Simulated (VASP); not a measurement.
Crystal: MgS.

```
Mg S
1.0
     4.31896    0.00000    0.00000
    -2.15948    3.74033    0.00000
     0.00000    0.00000    5.32029
Mg S
2 2
Direct
  0.33333 0.66667 0.25000
  0.66667 0.33333 0.75000
  0.66667 0.33333 0.25000
  0.33333 0.66667 0.75000
```

| Item | Value |
| --- | --- |
| Program | VASP 6.6.1 |
| Task | relaxation of cell and atoms |
| Functional | PBEsol |
| Potentials or basis | VASP PAW PBE potentials, release 64 (Mg, S) |
| Cutoff | 600 eV |
| k mesh | 6 × 6 × 4 |
| Occupations | fermi-dirac, width 0.02 eV |
| Spin | no spin polarisation |

At the start: pressure -1.6 GPa; volume 21.49 Å³/atom.

Q: How do energy, volume and symmetry change on relaxing?

A: Over 5 steps the energy falls by 3.0 meV/atom and the volume is 20.92 Å³/atom (-2.6 %); space group P6_3/mmc (No. 194, to 0.05 Å).

The path:
| step | energy change (eV) | largest force (eV/Å) | pressure (GPa) | volume (Å³) |
| --- | --- | --- | --- | --- |
| 1 | 0.0000 | 0.0000 | -1.58 | 85.95 |
| 2 | -0.0114 | 0.0000 | 0.28 | 83.33 |
| 3 | -0.0116 | 0.0000 | 0.02 | 83.67 |
| 4 | -0.0118 | 0.0000 | 0.01 | 83.67 |
| 5 | -0.0119 | 0.0000 | 0.01 | 83.68 |

Final structure:
```cif
data_structure
_symmetry_space_group_name_H-M 'P 1'
_symmetry_Int_Tables_number 1
_cell_length_a 4.2897
_cell_length_b 4.2897
_cell_length_c 5.2507
_cell_angle_alpha 90.000
_cell_angle_beta 90.000
_cell_angle_gamma 120.000
_cell_volume 83.68
loop_
_atom_site_label
_atom_site_type_symbol
_atom_site_fract_x
_atom_site_fract_y
_atom_site_fract_z
_atom_site_occupancy
Mg1 Mg 0.33333 0.66667 0.25000 1
Mg2 Mg 0.66667 0.33333 0.75000 1
S1 S 0.66667 0.33333 0.25000 1
S2 S 0.33333 0.66667 0.75000 1
```

Caveat: the PAW data sets were made with another functional, which shifts forces and pressure a little.
